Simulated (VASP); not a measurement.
# NbC (Fm-3m) in VASP: further runs

Runs on NbC. Level: PBEsol. Tasks: single point.

Everything below comes from runs of VASP 6.6.1. Logs are shortened: lines on timing, memory, paths and dates and some standing lists are left out, and cuts for length are marked.

## 1. The cell of the first run

The structure is cubic, space group Fm-3m (No. 225). Conventional cell: a = 4.048 Å, b = 4.048 Å, c = 4.048 Å, α = 90.00°, β = 90.00°, γ = 90.00°. Nb (site symmetry m-3m) has 6 C at 2.02 Å within 2.7 Å. Within 2.7 Å of C (site symmetry m-3m) lie 6 Nb at 2.02 Å.

## 2. Single point, PBEsol (strain -0.080 along x and y, -0.080 along z)

File INCAR:

```
PREC = Accurate ; ENCUT = 600
EDIFF = 1E-6 ; ISMEAR = 0
SIGMA = 0.15 ; LREAL = F
LASPH = T ; NELM = 120
ALGO = Normal ; ISIF = 2
LWAVE = F ; LCHARG = F
GGA = PS ; NBANDS = 16
GGA_COMPAT = F
```

File KPOINTS:

```
regular mesh
0
Gamma
  18 18 18
```

File POSCAR:

```
NbC
1.0
    0.0000000000      2.0240000000      2.0240000000
    2.0240000000      0.0000000000      2.0240000000
    2.0240000000      2.0240000000      0.0000000000
Nb C
1 1
Direct
    0.0000000000      0.0000000000      0.0000000000
    0.5000000000      0.5000000000      0.5000000000
```

Potentials or basis: VASP PAW PBE potentials, release 64 (Nb_sv, C).

On the command line:

```
$ cat potpaw_PBE.64/Nb_sv/POTCAR potpaw_PBE.64/C/POTCAR > POTCAR
$ mpirun -np 1 vasp_std > vasp.out
```

OUTCAR:

```text
PREC = Accurate
   ENCUT = 600
   EDIFF = 1E-6
   ISMEAR = 0
   LREAL = F
   LASPH = T
   NELM = 120
   ISIF = 2
   GGA = PS

 ion  position               nearest neighbor table
   1  0.000  0.000  0.000-   2 2.02   2 2.02   2 2.02   2 2.02   2 2.02   2 2.02
   2  0.500  0.500  0.500-   1 2.02   1 2.02   1 2.02   1 2.02   1 2.02   1 2.02

  LATTYP: Found a face centered cubic cell.
 ALAT       =     4.0480000000

  Lattice vectors:

 A1 = (   0.0000000000,   2.0240000000,   2.0240000000)
 A2 = (   2.0240000000,   0.0000000000,   2.0240000000)
 A3 = (   2.0240000000,   2.0240000000,   0.0000000000)

Analysis of symmetry for initial positions (statically):
=====================================================================
 Subroutine PRICEL returns:
 Original cell was already a primitive cell.

 Routine SETGRP: Setting up the symmetry group for a
 face centered cubic supercell.

 Subroutine GETGRP returns: Found 48 space group operations
 (whereof 48 operations were pure point group operations)
 out of a pool of 48 trial point group operations.

The static configuration has the point symmetry O_h .

Analysis of symmetry for dynamics (positions and initial velocities):
=====================================================================
 Subroutine PRICEL returns:
 Original cell was already a primitive cell.

 Routine SETGRP: Setting up the symmetry group for a
 face centered cubic supercell.

 Subroutine GETGRP returns: Found 48 space group operations
 (whereof 48 operations were pure point group operations)
 out of a pool of 48 trial point group operations.

The dynamic configuration has the point symmetry O_h .

 Subroutine INISYM returns: Found 48 space group operations
 (whereof 48 operations are pure point group operations),
 and found     1 'primitive' translations

----------------------------------------------------------------------------------------

                                     Primitive cell

  volume of cell :      16.5829

  direct lattice vectors                    reciprocal lattice vectors
     0.000000000  2.024000000  2.024000000    -0.247035573  0.247035573  0.247035573
     2.024000000  0.000000000  2.024000000     0.247035573 -0.247035573  0.247035573
     2.024000000  2.024000000  0.000000000     0.247035573  0.247035573 -0.247035573

  length of vectors
     2.862368250  2.862368250  2.862368250     0.427878164  0.427878164  0.427878164

  position of ions in fractional coordinates (direct lattice)
     0.000000000  0.000000000  0.000000000
     0.500000000  0.500000000  0.500000000

  ion indices of the primitive-cell ions
   primitive index   ion index
                 1           1
                 2           2

----------------------------------------------------------------------------------------

 KPOINTS: regular mesh

Automatic generation of k-mesh.
 Grid dimensions read from file:
 generate k-points for:   18   18   18

 Generating k-lattice:

  Cartesian coordinates                     Fractional coordinates (reciprocal lattice)
    -0.013724199  0.013724199  0.013724199     0.055555556  0.000000000  0.000000000
     0.013724199 -0.013724199  0.013724199     0.000000000  0.055555556  0.000000000
     0.013724199  0.013724199 -0.013724199     0.000000000  0.000000000  0.055555556

  Length of vectors
     0.023771009  0.023771009  0.023771009

  Shift w.r.t. Gamma in fractional coordinates (k-lattice)
     0.000000000  0.000000000  0.000000000

 Subroutine IBZKPT returns following result:
 ===========================================

 Found    195 irreducible k-points:

 Following reciprocal coordinates:
            Coordinates               Weight
  0.000000  0.000000  0.000000      1.000000
  0.055556  0.000000  0.000000      8.000000
  0.111111  0.000000  0.000000      8.000000
  0.166667  0.000000  0.000000      8.000000
  0.222222  0.000000  0.000000      8.000000
  0.277778  0.000000  0.000000      8.000000
[... 16 lines left out ...]
 -0.277778  0.055556  0.000000     24.000000
 -0.222222  0.055556  0.000000     24.000000
 [... further k-points ...]
   k-points           NKPTS =    195   k-points in BZ     NKDIM =    195   number of bands    NBANDS=     16
   number of dos      NEDOS =    301   number of ions     NIONS =      2
   total plane-waves  NPLWV =  13824
   dimension x,y,z NGX =    24 NGY =   24 NGZ =   24
   dimension x,y,z NGXF=    48 NGYF=   48 NGZF=   48
   ions per type =               1   1
   NGX,Y,Z   is equivalent  to a cutoff of  13.94, 13.94, 13.94 a.u.
   NGXF,Y,Z  is equivalent  to a cutoff of  27.88, 27.88, 27.88 a.u.
 SYSTEM =  unknown system
   PREC   = accura    normal or accurate (medium, high low for compatibility)
   ISTART =      0    job   : 0-new  1-cont  2-samecut
   ICHARG =      2    charge: 1-file 2-atom 10-const
   ISPIN  =      1    spin polarized calculation?
   LNONCOLLINEAR =      F non collinear calculations
   LSORBIT =      F    spin-orbit coupling
   LASPH  =      T    aspherical Exc in radial PAW
   ENCUT  =  600.0 eV  44.10 Ry    6.64 a.u.   5.72  5.72  5.72*2*pi/ulx,y,z
   NELM   =    120;   NELMIN=  2; NELMDL= -5     # of ELM steps
   EDIFF  = 0.1E-05   stopping-criterion for ELM
   LREAL  =      F    real-space projection
   EDIFFG = 0.1E-04   stopping-criterion for IOM
   NSW    =      0    number of steps for IOM
   IBRION =     -1    ionic relax: 0-MD 1-quasi-New 2-CG
   NFREE  =      0    steps in history (QN), initial steepest desc. (CG)
   ISIF   =      2    stress and relaxation
   ISYM   =      2    0-nonsym 1-usesym 2-fastsym
   POTIM  = 0.5000    time-step for ionic-motion
   TEBEG  =    0.0;   TEEND  =   0.0 temperature during run
   PSTRESS=    0.0 pullay stress
   NELECT =      17.0000    total number of electrons
   NUPDOWN=      -1.0000    fix difference up-down
   EMIN   =  10.00;   EMAX   =-10.00  energy-range for DOS
   EFERMI =   0.00;   METHOD = LEGACY
   ISMEAR =     0;   SIGMA  =   0.15  broadening in eV -4-tet -1-fermi 0-gaus
   EFERMI_NEDOS =   21; number of points for ismear=-14 and -15
   IALGO  =     38    algorithm
   IMIX   =      4    mixing-type and parameters
     AMIX     =   0.40;   BMIX     =  1.00
     AMIX_MAG =   1.60;   BMIX_MAG =  1.00
  volume/ion in A,a.u.               =       8.29        55.95
  Fermi-wavevector in a.u.,A,eV,Ry     =   1.650709  3.119389 37.073721  2.724842
  Thomas-Fermi vector in A             =   2.739613
   LORBIT       =      0    0 simple, 1 ext, 2 COOP (PROOUT), +10 PAW based schemes
   GGA     = PS    functional components
   LHFCALC =     F    Hartree Fock is set to
   AEXX    =    0.0000 exact exchange contribution
   IVDW    =     0    specifies the selected vdW correction
   LEPSILON=     F    determine dielectric tensor
   LRPA    =     F    only Hartree local field effects (RPA)
 non-spin polarized calculation
 Gauss-broadening in eV      SIGMA  =   0.15
  energy-cutoff  :      600.00
  volume of cell :       16.58
 maximum number of plane-waves:       568
   NGX = 11   NGY = 11   NGZ = 11

 number of electron      17.0000000 magnetization

 Free energy of the ion-electron system (eV)
  ---------------------------------------------------
  ext. energy  EPLUGINS =         0.00000000
  ---------------------------------------------------
  free energy    TOTEN  =       -19.70096516 eV

  energy without entropy =      -19.69455495  energy(sigma->0) =      -19.69776005

 E-fermi :  17.3033     XC(G=0): -14.8597

 val. band max:       17.2971599072   @ k =   0.4444   0.1667   0.0000
 cond. band min:      17.3104652392   @ k =  -0.2222   0.1667   0.0000
 fundamental gap:      0.0133053320
 Fermi energy:        17.3033117729

 k-point     1 :       0.0000    0.0000    0.0000
  band No.  band energies     occupation
      1     -37.9902      2.00000
      2     -13.2633      2.00000
      3     -13.2633      2.00000
      4     -13.2633      2.00000
      5       2.5446      2.00000
      6      15.3078      2.00000
[... 8 lines left out ...]
     15      28.8038      0.00000
     16      45.5915      0.00000

 k-point     2 :       0.0556    0.0000    0.0000
  band No.  band energies     occupation
      1     -37.9788      2.00000
      2     -13.3443      2.00000
      3     -13.2694      2.00000
      4     -13.2694      2.00000
      5       2.6742      2.00000
      6      14.8475      2.00000
[... 8 lines left out ...]
     15      28.9338      0.00000
     16      44.6608      0.00000

 k-point     3 :       0.1111    0.0000    0.0000
  band No.  band energies     occupation
      1     -37.9458      2.00000
      2     -13.5724      2.00000
      3     -13.2868      2.00000
      4     -13.2868      2.00000
      5       3.0454      2.00000
      6      13.9524      2.00000
[... 8 lines left out ...]
     15      29.2778      0.00000
     16      42.8794      0.00000

 k-point     4 :       0.1667    0.0000    0.0000
  band No.  band energies     occupation
      1     -37.8949      2.00000
      2     -13.9087      2.00000
      3     -13.3134      2.00000
      4     -13.3134      2.00000
      5       3.6113      2.00000
      6      12.9656      2.00000
[... 8 lines left out ...]
     15      29.7896      0.00000
     16      41.1730      0.00000

 k-point     5 :       0.2222    0.0000    0.0000
  band No.  band energies     occupation
      1     -37.8316      2.00000
      2     -14.3021      2.00000
      3     -13.3456      2.00000
      4     -13.3456      2.00000
      5       4.3088      2.00000
      6      11.9925      2.00000
[... 8 lines left out ...]
     15      31.1886      0.00000
     16      39.3726      0.00000

 k-point     6 :       0.2778    0.0000    0.0000
  band No.  band energies     occupation
      1     -37.7633      2.00000
      2     -14.7011      2.00000
      3     -13.3796      2.00000
      4     -13.3796      2.00000
      5       5.0728      2.00000
      6      11.0771      2.00000
[... 8 lines left out ...]
     15      32.8932      0.00000
     16      37.1635      0.00000

 k-point     7 :       0.3333    0.0000    0.0000
  band No.  band energies     occupation
      1     -37.6982      2.00000
      2     -15.0603      2.00000
      3     -13.4111      2.00000
      4     -13.4111      2.00000
      5       5.8479      2.00000
      6      10.2351      2.00000
[... 8 lines left out ...]
     15      34.5752      0.00000
     16      35.1246      0.00000

 k-point     8 :       0.3889    0.0000    0.0000
  band No.  band energies     occupation
      1     -37.6445      2.00000
      2     -15.3432      2.00000
      3     -13.4366      2.00000
      4     -13.4366      2.00000
      5       6.5966      2.00000
      6       9.4656      2.00000
[... 8 lines left out ...]
     15      33.3995      0.00000
     16      33.3995      0.00000

 k-point     9 :       0.4444    0.0000    0.0000
  band No.  band energies     occupation
      1     -37.6091      2.00000
      2     -15.5236      2.00000
      3     -13.4531      2.00000
      4     -13.4531      2.00000
      5       7.2987      2.00000
      6       8.7609      2.00000
[... 8 lines left out ...]
     15      32.1595      0.00000
     16      32.1595      0.00000
[... 172 lines left out ...]
 k-point    19 :       0.5000    0.0556    0.0000
  band No.  band energies     occupation
      1     -37.5929      2.00000
      2     -15.5553      2.00000
      3     -13.5068      2.00000
      4     -13.4775      2.00000
      5       7.6940      2.00000
      6       8.1616      2.00000
[... 8 lines left out ...]
     15      31.9982      0.00000
     16      32.0633      0.00000

 k-point    20 :      -0.4444    0.0556    0.0000
  band No.  band energies     occupation
      1     -37.5971      2.00000
      2     -15.5347      2.00000
      3     -13.5208      2.00000
      4     -13.4596      2.00000
      5       7.5154      2.00000
      6       8.3463      2.00000
[... 8 lines left out ...]
     15      32.0730      0.00000
     16      32.2698      0.00000

 k-point    21 :      -0.3889    0.0556    0.0000
  band No.  band energies     occupation
      1     -37.6248      2.00000
      2     -15.3954      2.00000
      3     -13.5213      2.00000
      4     -13.4316      2.00000
      5       6.8445      2.00000
      6       9.0254      2.00000
[... 8 lines left out ...]
     15      32.7530      0.00000
     16      33.4409      0.00000

 k-point    22 :      -0.3333    0.0556    0.0000
  band No.  band energies     occupation
      1     -37.6725      2.00000
      2     -15.1498      2.00000
      3     -13.5080      2.00000
      4     -13.3966      2.00000
      5       6.1326      2.00000
      6       9.7625      2.00000
[... 8 lines left out ...]
     15      33.9152      0.00000
     16      35.2028      0.00000

 k-point    23 :      -0.2778    0.0556    0.0000
  band No.  band energies     occupation
      1     -37.7339      2.00000
      2     -14.8206      2.00000
      3     -13.4822      2.00000
      4     -13.3588      2.00000
      5       5.3845      2.00000
      6      10.5799      2.00000
[... 8 lines left out ...]
     15      33.4632      0.00000
     16      35.7970      0.00000

 k-point    24 :      -0.2222    0.0556    0.0000
  band No.  band energies     occupation
      1     -37.8011      2.00000
      2     -14.4408      2.00000
      3     -13.4466      2.00000
      4     -13.3225      2.00000
      5       4.6298      2.00000
      6      11.4867      2.00000
[... 8 lines left out ...]
     15      31.8529      0.00000
     16      37.5194      0.00000

 [... further k-points ...]

------------------------ aborting loop because EDIFF is reached ----------------------------------------

  FORCE on cell =-STRESS in cart. coord.  units (eV):
  Direction    XX          YY          ZZ          XY          YZ          ZX
  --------------------------------------------------------------------------------------
  -------------------------------------------------------------------------------------
  Total       16.7566831     16.7566831     16.7566831     -0.0000000      0.0000000      0.0000000
  in kB     1618.9637268   1618.9637268   1618.9637268     -0.0000000      0.0000000      0.0000000
  external PRESSURE =    1618.9637268 kB  Pullay stress =       0.0000000 kB

 VOLUME and BASIS-vectors are now :
 -----------------------------------------------------------------------------
  energy-cutoff  :      600.00
  volume of cell :       16.58
      direct lattice vectors                 reciprocal lattice vectors
     0.000000000  2.024000000  2.024000000    -0.247035573  0.247035573  0.247035573
     2.024000000  0.000000000  2.024000000     0.247035573 -0.247035573  0.247035573
     2.024000000  2.024000000  0.000000000     0.247035573  0.247035573 -0.247035573

 POSITION                                       TOTAL-FORCE (eV/Angst)
 -----------------------------------------------------------------------------------
      0.00000      0.00000      0.00000         0.000000      0.000000      0.000000
      2.02400      2.02400      2.02400        -0.000000      0.000000     -0.000000
 -----------------------------------------------------------------------------------
    total drift:                                0.000000     -0.000000     -0.000000

  FREE ENERGIE OF THE ION-ELECTRON SYSTEM (eV)
  ---------------------------------------------------
  free  energy   TOTEN  =       -19.7009651552 eV

  energy  without entropy=      -19.6945549539  energy(sigma->0) =      -19.69776005
```

It took 82 s on 1 thread of Intel Xeon 8259CL, shared host; peak memory 0.19 GiB.

What came out:

| Property | Result |
| --- | --- |
| Free energy | -19.7010 eV |
| Pressure | 161.9 GPa |

Caveat: the cell differs from its parent crystal (strain -0.080 along x and y, -0.080 along z); the PAW data sets were made with another functional, which shifts forces and pressure a little.

## 3. Single point, PBEsol (strain +0.080 along x and y, +0.080 along z)

File INCAR:

```
  PREC = Accurate
  ENCUT = 600
  EDIFF = 1E-6
  ISMEAR = 0
  SIGMA = 0.15
  LREAL = False
  LASPH = True
  NELM = 120
  ALGO = Normal
  ISIF = 2
  LWAVE = False
  LCHARG = False
  GGA = PS
  NBANDS = 16
  GGA_COMPAT = False
```

KPOINTS is that of step 2.

File POSCAR:

```
NbC
1.0
    0.0000000000      2.3760000000      2.3760000000
    2.3760000000      0.0000000000      2.3760000000
    2.3760000000      2.3760000000      0.0000000000
Nb C
1 1
Direct
    0.0000000000      0.0000000000      0.0000000000
    0.5000000000      0.5000000000      0.5000000000
```

Potentials or basis: VASP PAW PBE potentials, release 64 (Nb_sv, C).

On the command line:

```
$ cat potpaw_PBE.64/Nb_sv/POTCAR potpaw_PBE.64/C/POTCAR > POTCAR
$ mpirun -np 1 vasp_std > vasp.out
```

Wall time 3.7 min (1 thread of Intel Xeon 8259CL, shared host); peak memory 0.24 GiB.

Results (log left out):

| Property | Result |
| --- | --- |
| Free energy | -21.1189 eV |
| Pressure | -41.7 GPa |

Levels at points of the mesh, in eV from the Fermi level:
```csv
k point,band 7,band 8,band 9,band 10,band 11,band 12
"(0.00, 0.00, 0.00)",-1.05,-1.05,-0.06,-0.06,-0.06,0.20
"(0.50, 0.00, 0.00)",-4.23,-4.23,1.56,1.56,2.68,5.22
"(0.50, 0.50, 0.00)",-3.30,-1.22,-1.22,1.44,2.37,2.37
```

Caveat: the cell differs from its parent crystal (strain +0.080 along x and y, +0.080 along z); the PAW data sets were made with another functional, which shifts forces and pressure a little.
